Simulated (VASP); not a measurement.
**SnO2: single point with HSE06**

The system is SnO2.

```
Sn O
1.0
     4.82746    4.82746    0.00000
    -4.82746    4.82746    0.00000
     0.00000    0.00000    6.47591
Sn O
8 16
Cartesian
  -2.4137 2.4137 1.6190
  2.4137 2.4137 1.6190
  0.0000 0.0000 0.0000
  0.0000 4.8275 0.0000
  -2.4137 2.4137 4.8569
  2.4137 2.4137 4.8569
  0.0000 0.0000 3.2380
  0.0000 4.8275 3.2380
  -3.8938 3.8938 1.6190
  0.9336 3.8938 1.6190
  -0.9336 0.9336 1.6190
  -0.9336 5.7611 1.6190
  1.4801 1.4801 0.0000
  1.4801 6.3075 0.0000
  -1.4801 3.3474 0.0000
  3.3474 3.3474 0.0000
  -3.8938 3.8938 4.8569
  0.9336 3.8938 4.8569
  -0.9336 0.9336 4.8569
  -0.9336 5.7611 4.8569
  1.4801 1.4801 3.2380
  1.4801 6.3075 3.2380
  -1.4801 3.3474 3.2380
  3.3474 3.3474 3.2380
```

| Property | Result |
| --- | --- |
| Program | VASP 6.6.1 |
| Task | single point |
| Functional | HSE06 |
| Potentials or basis | VASP PAW PBE potentials, release 64 (Sn_d, O) |
| Cutoff | 520 eV |
| k mesh | 1 × 1 × 1, shifted |
| Occupations | gaussian, width 0.01 eV |
| Spin | no spin polarisation |

The pressure is -9.0 GPa and the largest force is 0.102 eV/Å.

Forces on the atoms (eV/Å):
```
Sn   0.000  0.000  0.000
Sn   0.000  0.000  0.000
Sn   0.000  0.000  0.000
Sn   0.000  0.000  0.000
Sn   0.000  0.000  0.000
Sn   0.000  0.000  0.000
Sn   0.000  0.000  0.000
Sn   0.000  0.000  0.000
O   -0.063  0.080  0.011
O   -0.063  0.080  0.011
O    0.063 -0.080 -0.011
O    0.063 -0.080 -0.011
O    0.063  0.080  0.011
O    0.063  0.080  0.011
O   -0.063 -0.080 -0.011
O   -0.063 -0.080 -0.011
O   -0.063  0.080  0.011
O   -0.063  0.080  0.011
O    0.063 -0.080 -0.011
O    0.063 -0.080 -0.011
O    0.063  0.080  0.011
O    0.063  0.080  0.011
O   -0.063 -0.080 -0.011
O   -0.063 -0.080 -0.011
```

Stress tensor (GPa, compression positive):
```
 -8.04   0.00   0.00
  0.00  -8.06  -0.52
  0.00  -0.52 -10.93
```

Levels at points of the mesh, in eV from the Fermi level:
| k point | band 102 | band 103 | band 104 | band 105 | band 106 | band 107 |
| --- | --- | --- | --- | --- | --- | --- |
| (0.25, 0.25, 0.25) | -0.47 | -0.47 | -0.12 | 4.62 | 6.53 | 6.53 |

Run time: 4.8 min on 1 thread of Intel(R) Xeon(R) Platinum 8488C (Sapphire Rapids) (shared host), peak memory 0.51 GiB.

Caveat: the cell stands under tension; the PAW data sets were made with another functional, which shifts forces and pressure a little; spin-orbit coupling is left out, which moves the levels of the heavy elements.
